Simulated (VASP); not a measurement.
Crystal: SmZn3I2.

```
Sm Zn I
1.0
     4.41028    0.00000    0.00000
     0.00000    4.53808    0.00000
     0.00000    0.00000    9.06807
Sm Zn I
1 3 2
Direct
  0.00000 0.50000 0.66465
  0.50000 0.50000 0.17608
  0.50000 0.50000 0.89487
  0.00000 0.50000 0.31718
  0.00000 0.00000 0.91571
  0.50000 0.00000 0.53150
```

The cell was generated, and may not be a known phase.

| Property | Result |
| --- | --- |
| Program | VASP 6.6.1 |
| Task | relaxation of cell and atoms |
| Functional | PBE |
| Potentials or basis | VASP PAW PBE potentials, release 64 (Sm_3, Zn, I), 4f in core |
| Cutoff | 500 eV |
| k mesh | 8 × 8 × 4 |
| Occupations | gaussian, width 0.1 eV |
| Spin | no spin polarisation |

At the start: pressure 0.1 GPa; volume 30.25 Å³/atom.

Q: Where does the relaxation end?

A: Over 27 steps the energy falls by 4.5 meV/atom and the volume is 30.91 Å³/atom (+2.2 %); space group Pmm2 (No. 25, to 0.1 Å) before and after.

The path:
```tsv
step	energy change (eV)	largest force (eV/Å)	pressure (GPa)	volume (Å³)
1	0.0000	0.0572	0.12	181.49
2	-0.0038	0.0742	0.05	182.07
3	-0.0108	0.1202	-0.14	183.79
4	-0.0038	0.1938	-0.46	187.12
5	-0.0117	0.1399	-0.22	184.60
6	-0.0148	0.1014	-0.03	183.87
7	-0.0155	0.0866	0.07	183.44
8	-0.0155	0.0857	0.10	183.34
9	-0.0171	0.0684	0.07	183.73
10	-0.0194	0.0573	-0.02	184.76
11	-0.0196	0.0774	-0.04	185.11
12	-0.0210	0.0589	-0.06	185.26
13	-0.0234	0.0302	-0.07	185.70
14	-0.0237	0.0593	-0.08	185.87
15	-0.0244	0.0586	0.00	185.32
16	-0.0248	0.0571	0.09	184.75
17	-0.0256	0.0429	0.04	184.97
18	-0.0259	0.0790	-0.09	185.57
19	-0.0261	0.0550	-0.05	185.35
20	-0.0265	0.0344	-0.01	185.10
21	-0.0266	0.0252	0.03	184.90
22	-0.0268	0.0186	0.00	185.16
23	-0.0268	0.0212	-0.03	185.43
24	-0.0268	0.0200	-0.01	185.30
25	-0.0269	0.0119	0.00	185.25
26	-0.0269	0.0131	0.02	185.22
27	-0.0269	0.0063	-0.01	185.45
```

Final structure:
```xyz
6
Lattice="4.2021 0.0000 0.0000 0.0000 4.6841 0.0000 0.0000 0.0000 9.4219" Properties=species:S:1:pos:R:3 pbc="T T T"
Sm    0.0000    2.3420    6.2800
Zn    2.1010    2.3420    1.5729
Zn    2.1010    2.3420    8.4651
Zn    0.0000    2.3420    3.1364
I     0.0000    0.0000    8.5017
I     2.1010    0.0000    5.0205
```

Caveat: the run has no spin polarisation, though such a crystal can be magnetic.
